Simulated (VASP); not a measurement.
**Ga3Bi2As: single point with PBEsol**

Ga3Bi2As:

```xyz
6
Lattice="4.3390 0.0000 0.0000 -2.1695 3.7577 0.0000 0.0000 0.0000 10.6221" Properties=species:S:1:pos:R:3 pbc="T T T"
As    0.0000    0.0000    0.0031
Bi    0.0000    2.5051    3.4452
Bi    2.1695    1.2526    7.1619
Ga    0.0000    2.5051    0.6909
Ga    2.1695    1.2526    4.4339
Ga    0.0000    0.0000    8.1647
```

```yaml
Program: VASP 6.6.1
Task: single point
Functional: PBEsol
Potentials_or_basis: VASP PAW PBE potentials, release 64 (As, Bi_d, Ga_d)
Cutoff: 520 eV
k_mesh: 6 × 6 × 2
Occupations: fermi-dirac, width 0.02 eV
Spin: no spin polarisation
```

The pressure is -0.3 GPa, the largest force is 0.073 eV/Å and the band gap on the k mesh is zero (bands 37 and 38 overlap by 0.17 eV).

Forces in eV/Å, atoms in the order of the input:
```
As   0.000  0.000  0.068
Bi   0.000  0.000 -0.021
Bi   0.000  0.000 -0.073
Ga   0.000  0.000 -0.062
Ga   0.000  0.000  0.041
Ga   0.000  0.000  0.048
```

Stress tensor (GPa, compression positive):
```
-0.41  0.00  0.00
 0.00 -0.41  0.00
 0.00  0.00 -0.12
```

Levels at points of the mesh, in eV from the Fermi level:
```
           k point  band 35  band 36  band 37  band 38  band 39  band 40
(0.00, 0.00, 0.00)    -0.39    -0.18     0.15     0.36     0.36     0.67
(0.50, 0.00, 0.00)    -2.33    -1.53    -1.19     0.92     1.11     1.50
(0.00, 0.00, 0.50)    -0.22    -0.22     0.14     0.14     0.63     1.03
(0.50, 0.00, 0.50)    -1.84    -1.04    -0.89    -0.02     1.08     1.65
```

Wall time 52 s on 1 thread of Intel(R) Xeon(R) 6975P-C (Granite Rapids) (shared host), peak memory 0.32 GiB.

Caveat: the PAW data sets were made with another functional, which shifts forces and pressure a little; spin-orbit coupling is left out, which moves the levels of the heavy elements.
